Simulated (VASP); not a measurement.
Here is a VASP 6.6.1 calculation.

The input INCAR:

```
SYSTEM = SnSe2
PREC = Accurate ; ENCUT = 500
EDIFF = 1E-6 ; ISMEAR = 0
SIGMA = 0.03 ; LREAL = .False.
LASPH = .True. ; NELM = 120
ALGO = Normal ; ISIF = 2
LWAVE = .False. ; LCHARG = .True.
GGA = PE ; IVDW = 12
LELF = .True. ; LVHAR = .True.
NBANDS = 20 ; GGA_COMPAT = .False.
```

The input KPOINTS:

```
regular mesh
0
Gamma
  12 12 6
  0 0 0
```

The input POSCAR:

```
SnSe2
1.0
    4.1172531873      0.0000000000      0.0000000000
   -2.0586265937      3.5656458540      0.0000000000
    0.0000000000      0.0000000000      6.0643022196
Sn Se
1 2
Direct
    0.0000000000      0.0000000000      0.0000000000
    0.3333333333      0.6666666667      0.2651331237
    0.6666666667      0.3333333333      0.7348668763
```

Potentials or basis: VASP PAW PBE potentials, release 64 (Sn_d, Se).

Command:

```console
$ cat potpaw_PBE.64/Sn_d/POTCAR potpaw_PBE.64/Se/POTCAR > POTCAR
$ mpirun -np 1 vasp_std > vasp.out
```

Problem. Estimate the largest force.

Solution. 0.573 eV/Å.

Problem. Predict the dispersion energy per atom.

Solution. -0.311 eV.

Problem. Estimate the pressure.

Solution. -6.8 GPa.

Problem. Estimate the band gap on the k mesh.

Solution. Zero (bands 13 and 14 overlap by 0.08 eV).

Forces in eV/Å, atoms in the order of the input:
```
Sn   0.000  0.000  0.000
Se   0.000  0.000 -0.573
Se   0.000  0.000  0.573
```

Caveat: the cell stands under tension; semilocal functionals underestimate gaps, and a narrow one can read as zero; spin-orbit coupling is left out, which moves the levels of the heavy elements.
